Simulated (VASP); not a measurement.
TiTe2, 3 atoms in the cell. The cell holds a slab with vacuum, 3 atoms: a = 3.777 Å, b = 3.777 Å, c = 16.415 Å, α = 90.00°, β = 90.00°, γ = 120.00°. 

- Program: VASP 6.6.1
- Task: single point
- Functional: PBE
- Potentials or basis: VASP PAW PBE potentials, release 64 (Ti_sv, Te)
- Cutoff: 400 eV
- k mesh: 24 × 24 × 1
- Occupations: gaussian, width 0.05 eV
- Spin: no spin polarisation
- Dipole correction: no
- Further INCAR settings: ALGO = Normal; EDIFF = 1e-06; NBANDS = 19; NELMDL = -8

Potentials or basis: VASP PAW PBE potentials, release 64 (Ti_sv, Te).

Command:

```sh
$ cat potpaw_PBE.64/Ti_sv/POTCAR potpaw_PBE.64/Te/POTCAR > POTCAR
$ mpirun -np 1 vasp_std > vasp.out
```

Hardware: 1 thread of Intel(R) Xeon(R) Platinum 8375C CPU @ 2.90GHz (Ice Lake) (shared host).

How long does it take, and how much memory?

Run time: 6.2 min on 1 thread of Intel(R) Xeon(R) Platinum 8375C CPU @ 2.90GHz (Ice Lake), on a shared host, peak memory 0.38 GiB. Counts: scf iterations 25, k points 61.
